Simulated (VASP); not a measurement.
# Sc3Ge (P4/mmm) in VASP: single point with PBE

Aim: the single point of Sc3Ge with PBE.

Program: VASP 6.6.1. These are calculated values, not measurements. Logs are shortened: lines on timing, memory, paths and dates and some standing lists are left out, and cuts for length are marked.

## (1) The cell of the first run

The structure is tetragonal, space group P4/mmm (No. 123). Conventional cell: a = 2.994 Å, b = 2.994 Å, c = 8.097 Å, α = 90.00°, β = 90.00°, γ = 90.00°. Sc (site symmetry 4/mmm) has 16 Sc at 2.99 to 4.23 Å and 2 Ge at 4.05 Å within 4.3 Å. Within 3.7 Å of Sc (site symmetry 4mm) lie 4 Ge at 2.80 Å and 9 Sc at 2.99 to 3.66 Å. Ge (site symmetry 4/mmm) has 8 Sc at 2.80 Å and 4 Ge at 2.99 Å within 3.7 Å.

The cell was built from a structure type or drawn by symmetry, and may not be a known phase.

## (2) Single point, PBE

Contents of INCAR:

```
  PREC = Accurate
  ENCUT = 520
  EDIFF = 1E-7
  ISMEAR = 0
  SIGMA = 0.1
  LREAL = False
  LASPH = True
  NELM = 60
  ALGO = Normal
  ISIF = 2
  LWAVE = False
  LCHARG = True
  GGA = PE
  LELF = True
  LVHAR = True
  NBANDS = 32
```

Contents of KPOINTS:

```
regular mesh
0
Gamma
  6 6 2
```

Contents of POSCAR:

```
Sc3Ge
1.0
    2.9942792400      0.0000000000      0.0000000000
    0.0000000000      2.9942792400      0.0000000000
    0.0000000000      0.0000000000      8.0971724400
Sc Ge
3 1
Direct
    0.0000000000      0.0000000000      0.5000000000
    0.5000000000      0.5000000000      0.2261155100
    0.5000000000      0.5000000000      0.7738844900
    0.0000000000      0.0000000000      0.0000000000
```

Potentials or basis: VASP PAW PBE potentials, release 64 (Sc_sv, Ge_d).

On the command line:

```sh
cat potpaw_PBE.64/Sc_sv/POTCAR potpaw_PBE.64/Ge_d/POTCAR > POTCAR
mpirun -np 1 vasp_std > vasp.out
```

OUTCAR:

```text
PREC = Accurate
   ENCUT = 520
   EDIFF = 1E-7
   ISMEAR = 0
   LREAL = False
   LASPH = True
   NELM = 60
   ISIF = 2
   GGA = PE

 ion  position               nearest neighbor table
   1  0.000  0.000  0.500-   2 3.07   3 3.07   2 3.07   3 3.07   2 3.07   3 3.07   2 3.07   3 3.07

   2  0.500  0.500  0.226-   4 2.80   4 2.80   4 2.80   4 2.80   1 3.07   1 3.07   1 3.07   1 3.07

   3  0.500  0.500  0.774-   4 2.80   4 2.80   4 2.80   4 2.80   1 3.07   1 3.07   1 3.07   1 3.07

   4  0.000  0.000  0.000-   2 2.80   3 2.80   2 2.80   3 2.80   2 2.80   3 2.80   2 2.80   3 2.80

  LATTYP: Found a simple tetragonal cell.
 ALAT       =     2.9942792400
 C/A-ratio  =     2.7042142001

  Lattice vectors:

 A1 = (   2.9942792400,   0.0000000000,   0.0000000000)
 A2 = (   0.0000000000,   2.9942792400,   0.0000000000)
 A3 = (   0.0000000000,   0.0000000000,   8.0971724400)

Analysis of symmetry for initial positions (statically):
=====================================================================
 Subroutine PRICEL returns:
 Original cell was already a primitive cell.

 Routine SETGRP: Setting up the symmetry group for a
 simple tetragonal supercell.

 Subroutine GETGRP returns: Found 16 space group operations
 (whereof 16 operations were pure point group operations)
 out of a pool of 16 trial point group operations.

The static configuration has the point symmetry D_4h.

Analysis of symmetry for dynamics (positions and initial velocities):
=====================================================================
 Subroutine PRICEL returns:
 Original cell was already a primitive cell.

 Routine SETGRP: Setting up the symmetry group for a
 simple tetragonal supercell.

 Subroutine GETGRP returns: Found 16 space group operations
 (whereof 16 operations were pure point group operations)
 out of a pool of 16 trial point group operations.

The dynamic configuration has the point symmetry D_4h.

 Subroutine INISYM returns: Found 16 space group operations
 (whereof 16 operations are pure point group operations),
 and found     1 'primitive' translations

----------------------------------------------------------------------------------------

                                     Primitive cell

  volume of cell :      72.5969

  direct lattice vectors                    reciprocal lattice vectors
     2.994279240  0.000000000  0.000000000     0.333970188  0.000000000  0.000000000
     0.000000000  2.994279240  0.000000000     0.000000000  0.333970188  0.000000000
     0.000000000  0.000000000  8.097172440     0.000000000  0.000000000  0.123499902

  length of vectors
     2.994279240  2.994279240  8.097172440     0.333970188  0.333970188  0.123499902

  position of ions in fractional coordinates (direct lattice)
     0.000000000  0.000000000  0.500000000
     0.500000000  0.500000000  0.226115510
     0.500000000  0.500000000  0.773884490
     0.000000000  0.000000000  0.000000000

  ion indices of the primitive-cell ions
   primitive index   ion index
                 1           1
                 2           2
                 3           3
                 4           4

----------------------------------------------------------------------------------------

 KPOINTS: regular mesh

Automatic generation of k-mesh.
 Grid dimensions read from file:
 generate k-points for:    6    6    2

 Generating k-lattice:

  Cartesian coordinates                     Fractional coordinates (reciprocal lattice)
     0.055661698  0.000000000  0.000000000     0.166666667  0.000000000  0.000000000
     0.000000000  0.055661698  0.000000000     0.000000000  0.166666667  0.000000000
     0.000000000  0.000000000  0.061749951     0.000000000  0.000000000  0.500000000

  Length of vectors
     0.055661698  0.055661698  0.061749951

  Shift w.r.t. Gamma in fractional coordinates (k-lattice)
     0.000000000  0.000000000  0.000000000

 Subroutine IBZKPT returns following result:
 ===========================================

 Found     20 irreducible k-points:

 Following reciprocal coordinates:
            Coordinates               Weight
  0.000000  0.000000  0.000000      1.000000
  0.166667  0.000000  0.000000      4.000000
  0.333333  0.000000  0.000000      4.000000
  0.500000  0.000000  0.000000      2.000000
  0.166667  0.166667  0.000000      4.000000
  0.333333  0.166667  0.000000      8.000000
[... 12 lines left out ...]
  0.500000  0.333333  0.500000      4.000000
  0.500000  0.500000  0.500000      1.000000
   k-points           NKPTS =     20   k-points in BZ     NKDIM =     20   number of bands    NBANDS=     32
   number of dos      NEDOS =    301   number of ions     NIONS =      4
   total plane-waves  NPLWV =  34560
   dimension x,y,z NGX =    24 NGY =   24 NGZ =   60
   dimension x,y,z NGXF=    48 NGYF=   48 NGZF=  120
   ions per type =               3   1
   NGX,Y,Z   is equivalent  to a cutoff of  13.33, 13.33, 12.32 a.u.
   NGXF,Y,Z  is equivalent  to a cutoff of  26.65, 26.65, 24.64 a.u.
 SYSTEM =  unknown system
   PREC   = accura    normal or accurate (medium, high low for compatibility)
   ISTART =      0    job   : 0-new  1-cont  2-samecut
   ICHARG =      2    charge: 1-file 2-atom 10-const
   ISPIN  =      1    spin polarized calculation?
   LNONCOLLINEAR =      F non collinear calculations
   LSORBIT =      F    spin-orbit coupling
   LASPH  =      T    aspherical Exc in radial PAW
   ENCUT  =  520.0 eV  38.22 Ry    6.18 a.u.   5.57  5.57 15.06*2*pi/ulx,y,z
   NELM   =     60;   NELMIN=  2; NELMDL= -5     # of ELM steps
   EDIFF  = 0.1E-06   stopping-criterion for ELM
   LREAL  =      F    real-space projection
   EDIFFG = 0.1E-05   stopping-criterion for IOM
   NSW    =      0    number of steps for IOM
   IBRION =     -1    ionic relax: 0-MD 1-quasi-New 2-CG
   NFREE  =      0    steps in history (QN), initial steepest desc. (CG)
   ISIF   =      2    stress and relaxation
   ISYM   =      2    0-nonsym 1-usesym 2-fastsym
   POTIM  = 0.5000    time-step for ionic-motion
   TEBEG  =    0.0;   TEEND  =   0.0 temperature during run
   PSTRESS=    0.0 pullay stress
   NELECT =      47.0000    total number of electrons
   NUPDOWN=      -1.0000    fix difference up-down
   EMIN   =  10.00;   EMAX   =-10.00  energy-range for DOS
   EFERMI =   0.00;   METHOD = LEGACY
   ISMEAR =     0;   SIGMA  =   0.10  broadening in eV -4-tet -1-fermi 0-gaus
   EFERMI_NEDOS =   21; number of points for ismear=-14 and -15
   IALGO  =     38    algorithm
   IMIX   =      4    mixing-type and parameters
     AMIX     =   0.40;   BMIX     =  1.00
     AMIX_MAG =   1.60;   BMIX_MAG =  1.00
  volume/ion in A,a.u.               =      18.15       122.48
  Fermi-wavevector in a.u.,A,eV,Ry     =   1.416233  2.676293 27.289432  2.005717
  Thomas-Fermi vector in A             =   2.537589
   LORBIT       =      0    0 simple, 1 ext, 2 COOP (PROOUT), +10 PAW based schemes
   GGA     = PE    functional components
   LHFCALC =     F    Hartree Fock is set to
   AEXX    =    0.0000 exact exchange contribution
   IVDW    =     0    specifies the selected vdW correction
   LEPSILON=     F    determine dielectric tensor
   LRPA    =     F    only Hartree local field effects (RPA)
 non-spin polarized calculation
 Gauss-broadening in eV      SIGMA  =   0.10
  energy-cutoff  :      520.00
  volume of cell :       72.60
 maximum number of plane-waves:      1974
 NGX is ok and might be reduce to    24
   NGX = 11   NGY = 11   NGZ = 31

 number of electron      46.9999983 magnetization

 Free energy of the ion-electron system (eV)
  ---------------------------------------------------
  ext. energy  EPLUGINS =         0.00000000
  ---------------------------------------------------
  free energy    TOTEN  =       -23.80053020 eV

  energy without entropy =      -23.78153506  energy(sigma->0) =      -23.79103263

 E-fermi :   6.2096     XC(G=0): -11.2479

 val. band max:        6.1780593651   @ k =   0.3333   0.0000   0.0000
 cond. band min:       6.2244740824   @ k =   0.1667   0.0000   0.0000
 fundamental gap:      0.0464147172
 Fermi energy:         6.2095951396

 k-point     1 :       0.0000    0.0000    0.0000
  band No.  band energies     occupation
      1     -42.8172      2.00000
      2     -42.7996      2.00000
      3     -42.5386      2.00000
      4     -21.6485      2.00000
      5     -21.5452      2.00000
      6     -21.2769      2.00000
[... 24 lines left out ...]
     31       8.6766      0.00000
     32      10.1123      0.00000

 k-point     2 :       0.1667    0.0000    0.0000
  band No.  band energies     occupation
      1     -42.7989      2.00000
      2     -42.7848      2.00000
      3     -42.5275      2.00000
      4     -21.6193      2.00000
      5     -21.5554      2.00000
      6     -21.3975      2.00000
[... 24 lines left out ...]
     31       9.2621      0.00000
     32       9.7050      0.00000

 k-point     3 :       0.3333    0.0000    0.0000
  band No.  band energies     occupation
      1     -42.7618      2.00000
      2     -42.7550      2.00000
      3     -42.5055      2.00000
      4     -21.7143      2.00000
      5     -21.6658      2.00000
      6     -21.5991      2.00000
[... 24 lines left out ...]
     31       9.4315      0.00000
     32       9.7886      0.00000

 k-point     4 :       0.5000    0.0000    0.0000
  band No.  band energies     occupation
      1     -42.7430      2.00000
      2     -42.7400      2.00000
      3     -42.4947      2.00000
      4     -21.8294      2.00000
      5     -21.7725      2.00000
      6     -21.6828      2.00000
[... 514 lines left out ...]
     31       9.4375      0.00000
     32      10.1554      0.00000

 k-point    19 :       0.5000    0.3333    0.5000
  band No.  band energies     occupation
      1     -42.6999      2.00000
      2     -42.6974      2.00000
      3     -42.4526      2.00000
      4     -21.7407      2.00000
      5     -21.7294      2.00000
      6     -21.6520      2.00000
[... 24 lines left out ...]
     31       9.8574      0.00000
     32      10.3618      0.00000

 k-point    20 :       0.5000    0.5000    0.5000
  band No.  band energies     occupation
      1     -42.6855      2.00000
      2     -42.6830      2.00000
      3     -42.4385      2.00000
      4     -21.7487      2.00000
      5     -21.7487      2.00000
      6     -21.6879      2.00000
[... 24 lines left out ...]
     31      10.0235      0.00000
     32      10.5489      0.00000

------------------------ aborting loop because EDIFF is reached ----------------------------------------

  FORCE on cell =-STRESS in cart. coord.  units (eV):
  Direction    XX          YY          ZZ          XY          YZ          ZX
  --------------------------------------------------------------------------------------
  -------------------------------------------------------------------------------------
  Total        7.6087013      7.6087013      6.6564458      0.0000000      0.0000000     -0.0000000
  in kB      167.9202735    167.9202735    146.9044654      0.0000000      0.0000000     -0.0000000
  external PRESSURE =     160.9150041 kB  Pullay stress =       0.0000000 kB

 VOLUME and BASIS-vectors are now :
 -----------------------------------------------------------------------------
  energy-cutoff  :      520.00
  volume of cell :       72.60
      direct lattice vectors                 reciprocal lattice vectors
     2.994279240  0.000000000  0.000000000     0.333970188  0.000000000  0.000000000
     0.000000000  2.994279240  0.000000000     0.000000000  0.333970188  0.000000000
     0.000000000  0.000000000  8.097172440     0.000000000  0.000000000  0.123499902

 POSITION                                       TOTAL-FORCE (eV/Angst)
 -----------------------------------------------------------------------------------
      0.00000      0.00000      4.04859         0.000000     -0.000000     -0.000000
      1.49714      1.49714      1.83090        -0.000000      0.000000     -0.498504
      1.49714      1.49714      6.26628         0.000000      0.000000      0.498504
      0.00000      0.00000      0.00000         0.000000     -0.000000     -0.000000
 -----------------------------------------------------------------------------------
    total drift:                                0.000000     -0.000000     -0.000000

  FREE ENERGIE OF THE ION-ELECTRON SYSTEM (eV)
  ---------------------------------------------------
  free  energy   TOTEN  =       -23.8005302049 eV

  energy  without entropy=      -23.7815350570  energy(sigma->0) =      -23.79103263
```

Run time: 66 s. Hardware: 1 thread of Intel Xeon 8259CL, shared host; peak memory 0.2 GiB.

Results:

| Property | Result |
| --- | --- |
| Free energy | -23.8005 eV |
| Pressure | 16.1 GPa |
| Largest force | 0.499 eV/Å |
| Band gap on the k mesh | zero (an odd number of electrons rules out a gap without spin polarisation) |

Forces on the atoms (eV/Å):
```
Sc   0.000  0.000  0.000
Sc   0.000  0.000 -0.499
Sc   0.000  0.000  0.499
Ge   0.000  0.000  0.000
```

Stress tensor (GPa, compression positive):
```
16.79  0.00  0.00
 0.00 16.79  0.00
 0.00  0.00 14.69
```

Caveat: the k points lie up to 0.39 Å⁻¹ apart, too coarse for converged energies and pressures of a metal.
